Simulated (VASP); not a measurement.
# CoSi (P2_13) in VASP: notebook, part 2 of 2

VASP 6.6.1. The steps go on from the part before.

## (3) Relaxation of the atoms, PBEsol (volume scaled by 1.06)

INCAR

```
SYSTEM = CoSi
  PREC = Accurate
  ENCUT = 520
  EDIFF = 1E-6
  ISMEAR = 0
  SIGMA = 0.1
  LREAL = .FALSE.
  LASPH = .TRUE.
  NELM = 100
  ALGO = Normal
  ISIF = 2
  LWAVE = .FALSE.
  LCHARG = .FALSE.
  GGA = PS
  IBRION = 2
  NSW = 50
  EDIFFG = -0.01
```

KPOINTS

```
regular mesh
0
G
  8 8 8
  0 0 0
```

POSCAR

```
CoSi
1.0
    4.4718439383      0.0000000000      0.0000000000
    0.0000000000      4.4718439383      0.0000000000
    0.0000000000      0.0000000000      4.4718439383
Co Si
4 4
Direct
    0.1444903377      0.1444903377      0.1444903377
    0.3555096623      0.8555096623      0.6444903377
    0.6444903377      0.3555096623      0.8555096623
    0.8555096623      0.6444903377      0.3555096623
    0.8429158197      0.8429158197      0.8429158197
    0.6570841803      0.1570841803      0.3429158197
    0.3429158197      0.6570841803      0.1570841803
    0.1570841803      0.3429158197      0.6570841803
```

Potentials or basis: VASP PAW PBE potentials, release 64 (Co, Si).

The run is started by

```bash
cat potpaw_PBE.64/Co/POTCAR potpaw_PBE.64/Si/POTCAR > POTCAR
mpirun -np 1 vasp_std > vasp.out
```

OUTCAR:

```text
SYSTEM = CoSi
   PREC = Accurate
   ENCUT = 520
   EDIFF = 1E-6
   ISMEAR = 0
   LREAL = .FALSE.
   LASPH = .TRUE.
   NELM = 100
   ISIF = 2
   GGA = PS
   IBRION = 2
   NSW = 50
   EDIFFG = -0.01

 ion  position               nearest neighbor table
   1  0.144  0.144  0.144-   5 2.34   6 2.35   7 2.35   8 2.35   8 2.46   7 2.46   6 2.46   3 2.75
                             4 2.75   2 2.75   2 2.75   4 2.75   3 2.75
   2  0.356  0.856  0.644-   6 2.34   5 2.35   7 2.35   8 2.35   7 2.46   8 2.46   5 2.46   1 2.75
                             1 2.75   3 2.75   3 2.75   4 2.75   4 2.75
   3  0.644  0.356  0.856-   7 2.34   5 2.35   8 2.35   6 2.35   8 2.46   6 2.46   5 2.46   1 2.75
                             4 2.75   2 2.75   2 2.75   4 2.75   1 2.75
   4  0.856  0.644  0.356-   8 2.34   5 2.35   6 2.35   7 2.35   6 2.46   7 2.46   5 2.46   1 2.75
                             3 2.75   2 2.75   1 2.75   2 2.75   3 2.75
[... 338 lines left out ...]
  ext. energy  EPLUGINS =         0.00000000
  ---------------------------------------------------
  free energy    TOTEN  =       -59.62747656 eV

  energy without entropy =      -59.62005853  energy(sigma->0) =      -59.62376754

 E-fermi :  11.5943     XC(G=0): -12.8333

 val. band max:       11.5702991789   @ k =   0.0000   0.0000   0.0000
 cond. band min:      11.7035810841   @ k =   0.5000   0.3750   0.3750
 fundamental gap:      0.1332819052
 Fermi energy:        11.5943248948

 k-point     1 :       0.0000    0.0000    0.0000
  band No.  band energies     occupation
      1      -1.8579      2.00000
      2       3.5477      2.00000
      3       3.5477      2.00000
      4       3.5477      2.00000
      5       6.2173      2.00000
      6       6.2173      2.00000
[... 805 lines left out ...]
     30      13.4936      0.00000
     31      14.3175      0.00000

 [... further k-points ...]
[... 5 lines left out ...]
  --------------------------------------------------------------------------------------
  -------------------------------------------------------------------------------------
  Total       -6.6440204     -6.6440204     -6.6440204      0.0000000      0.0000000      0.0000000
  in kB     -119.0369038   -119.0369038   -119.0369038      0.0000000      0.0000000      0.0000000
  external PRESSURE =    -119.0369038 kB  Pullay stress =       0.0000000 kB
[... 23 lines left out ...]
  FREE ENERGIE OF THE ION-ELECTRON SYSTEM (eV)
  ---------------------------------------------------
  free  energy   TOTEN  =       -59.6274765562 eV

  energy  without entropy=      -59.6200585335  energy(sigma->0) =      -59.62376754

 reached required accuracy - stopping structural energy minimisation
```

OSZICAR:

```text
N       E                     dE             d eps       ncg     rms          rms(c)
DAV:   1     0.349531604891E+03    0.34953E+03   -0.22680E+04  2790   0.192E+03
DAV:   2    -0.326115485656E+02   -0.38214E+03   -0.37292E+03  2790   0.406E+02
DAV:   3    -0.647643641092E+02   -0.32153E+02   -0.31242E+02  3372   0.137E+02
[... 28 lines left out ...]
       N       E                     dE             d eps       ncg     rms          rms(c)
DAV:   1    -0.596274535809E+02   -0.71421E-04   -0.28967E-02  2804   0.927E-01    0.174E-02
DAV:   2    -0.596274799098E+02   -0.26329E-04   -0.30916E-04  3851   0.171E-01    0.142E-02
DAV:   3    -0.596274771911E+02    0.27188E-05   -0.70324E-06  3154   0.227E-02    0.838E-03
DAV:   4    -0.596274765562E+02    0.63483E-06   -0.68117E-06  3075   0.305E-02
   4 F= -.59627477E+02 E0= -.59623768E+02  d E =-.946497E-04
```

CONTCAR:

```text
CoSi
   1.00000000000000
     4.4718439383000002    0.0000000000000000    0.0000000000000000
     0.0000000000000000    4.4718439383000002    0.0000000000000000
     0.0000000000000000    0.0000000000000000    4.4718439383000002
  Co              Si
     4     4
Direct
     0.1433590146974149    0.1433590146974149    0.1433590146974149
     0.3566409853025850    0.8566409853025850    0.6433590146974150
     0.6433590146974150    0.3566409853025850    0.8566409853025850
     0.8566409853025850    0.6433590146974150    0.3566409853025850
     0.8423463645127343    0.8423463645127343    0.8423463645127343
     0.6576536354872657    0.1576536354872586    0.3423463645127414
     0.3423463645127414    0.6576536354872657    0.1576536354872586
     0.1576536354872586    0.3423463645127414    0.6576536354872657

  0.00000000E+00  0.00000000E+00  0.00000000E+00
  0.00000000E+00  0.00000000E+00  0.00000000E+00
  0.00000000E+00  0.00000000E+00  0.00000000E+00
  0.00000000E+00  0.00000000E+00  0.00000000E+00
  0.00000000E+00  0.00000000E+00  0.00000000E+00
  0.00000000E+00  0.00000000E+00  0.00000000E+00
  0.00000000E+00  0.00000000E+00  0.00000000E+00
  0.00000000E+00  0.00000000E+00  0.00000000E+00
```

Run time: 3.7 min. Hardware: 1 thread of Intel Xeon Platinum 8488C (Sapphire Rapids), shared host; peak memory 0.26 GiB.

What came out:

```yaml
Free_energy: -59.6275 eV
Energy_gained_by_relaxing: 0.2 meV/atom
Ionic_steps: 4
Pressure_after_relaxing: -11.9 GPa
Largest_force_after_relaxing: 0.006 eV/Å
Band_gap_on_the_k_mesh: zero (band 26 reaches 11.57 eV, above the bottom of band 27 at 11.36 eV)
```

Forces in eV/Å, atoms in the order of the input:
```
Co  -0.003 -0.003 -0.003
Co   0.003  0.003 -0.003
Co  -0.003  0.003  0.003
Co   0.003 -0.003  0.003
Si   0.004  0.004  0.004
Si  -0.004 -0.004  0.004
Si   0.004 -0.004 -0.004
Si  -0.004  0.004 -0.004
```

The path:
```tsv
step	energy change (eV)	largest force (eV/Å)	pressure (GPa)
1	0.0000	0.0537	-12.28
2	-0.0007	0.0397	-12.23
3	-0.0012	0.0191	-12.10
4	-0.0013	0.0062	-11.90
```

Final structure:
```yaml
crystal:
  lattice:
    - [4.47184, 0.00000, 0.00000]
    - [0.00000, 4.47184, 0.00000]
    - [0.00000, 0.00000, 4.47184]
  atoms:
    - { symbol: Co, position: [0.14336, 0.14336, 0.14336] }
    - { symbol: Co, position: [0.35664, 0.85664, 0.64336] }
    - { symbol: Co, position: [0.64336, 0.35664, 0.85664] }
    - { symbol: Co, position: [0.85664, 0.64336, 0.35664] }
    - { symbol: Si, position: [0.84235, 0.84235, 0.84235] }
    - { symbol: Si, position: [0.65765, 0.15765, 0.34235] }
    - { symbol: Si, position: [0.34235, 0.65765, 0.15765] }
    - { symbol: Si, position: [0.15765, 0.34235, 0.65765] }
```

Caveat: the PAW data sets were made with another functional, which shifts forces and pressure a little. Spin polarisation is off, so any magnetic state and its effect on volume and gap are missing.

## (4) Single point, PBEsol

INCAR

```
SYSTEM = CoSi
PREC = Accurate
ENCUT = 520
EDIFF = 1E-6
ISMEAR = 0
SIGMA = 0.15
LREAL = .FALSE.
LASPH = .TRUE.
NELM = 100
ALGO = Normal
ISIF = 2
LWAVE = .FALSE.
LCHARG = .TRUE.
GGA = PS
LELF = .TRUE.
LVHAR = .TRUE.
NBANDS = 36
```

KPOINTS

```
regular mesh
0
G
  10 10 10
  0 0 0
```

POSCAR

```
CoSi
1.0
    4.3858255181      0.0000000000      0.0000000000
    0.0000000000      4.3858255181      0.0000000000
    0.0000000000      0.0000000000      4.3858255181
Co Si
4 4
Direct
    0.1456446764      0.1456446764      0.1456446764
    0.3543553236      0.8543553236      0.6456446764
    0.6456446764      0.3543553236      0.8543553236
    0.8543553236      0.6456446764      0.3543553236
    0.8433288500      0.8433288500      0.8433288500
    0.6566711500      0.1566711500      0.3433288500
    0.3433288500      0.6566711500      0.1566711500
    0.1566711500      0.3433288500      0.6566711500
```

The run is started by

```bash
cat potpaw_PBE.64/Co/POTCAR potpaw_PBE.64/Si/POTCAR > POTCAR
mpirun -np 1 vasp_std > vasp.out
```

It took 6.5 min on 1 thread of AMD EPYC 7R43 (Zen 3), shared host; peak memory 0.28 GiB.

Results (log left out):

* Free energy: -59.8315 eV
* Pressure: 0.2 GPa
* Largest force: 0.007 eV/Å
* Band gap on the k mesh: zero (band 26 reaches 12.47 eV, above the bottom of band 27 at 12.24 eV)

Forces in eV/Å, atoms in the order of the input:
```
Co   0.004  0.004  0.004
Co  -0.004 -0.004  0.004
Co   0.004 -0.004 -0.004
Co  -0.004  0.004 -0.004
Si  -0.001 -0.001 -0.001
Si   0.001  0.001 -0.001
Si  -0.001  0.001  0.001
Si   0.001 -0.001  0.001
```

Levels at points of the mesh, in eV from the Fermi level:
```
           k point  band 23  band 24  band 25  band 26  band 27  band 28  band 29  band 30
(0.00, 0.00, 0.00)    -0.85    -0.85    -0.04    -0.04    -0.04     2.62     2.62     2.62
(0.50, 0.00, 0.00)    -0.71    -0.71    -0.54    -0.54     1.01     1.01     1.57     1.57
(0.50, 0.50, 0.00)    -1.08    -1.08    -0.08    -0.08     0.59     0.59     2.10     2.10
(0.50, 0.50, 0.50)    -1.32    -1.32    -0.27    -0.27    -0.27    -0.27     5.59     5.59
```

Caveat: the PAW data sets were made with another functional, which shifts forces and pressure a little. Spin polarisation is off, so any magnetic state and its effect on volume and gap are missing.

## (5) The runs side by side

```csv
task,cell,k mesh,smearing,gap on the mesh (eV),pressure (GPa),largest force (eV/Å)
single point,"a = 4.386 Å, 8 atoms",8 × 8 × 8,gaussian 0.1 eV,none,0.2,0.01
relaxation of the atoms,"atoms relaxed from a = 4.472 Å, 8 atoms",8 × 8 × 8,gaussian 0.1 eV,none,-11.9,0.01
single point,"a = 4.386 Å, 8 atoms",10 × 10 × 10,gaussian 0.15 eV,none,0.2,0.01
```

Alike in all rows: level PBEsol; potentials or basis VASP PAW PBE potentials, release 64 (Co, Si); no spin polarisation; cutoff (eV) 520.

Caveats: the PAW data sets were made with another functional, which shifts forces and pressure a little.

Absolute energies hang on the potentials; compare differences alone.
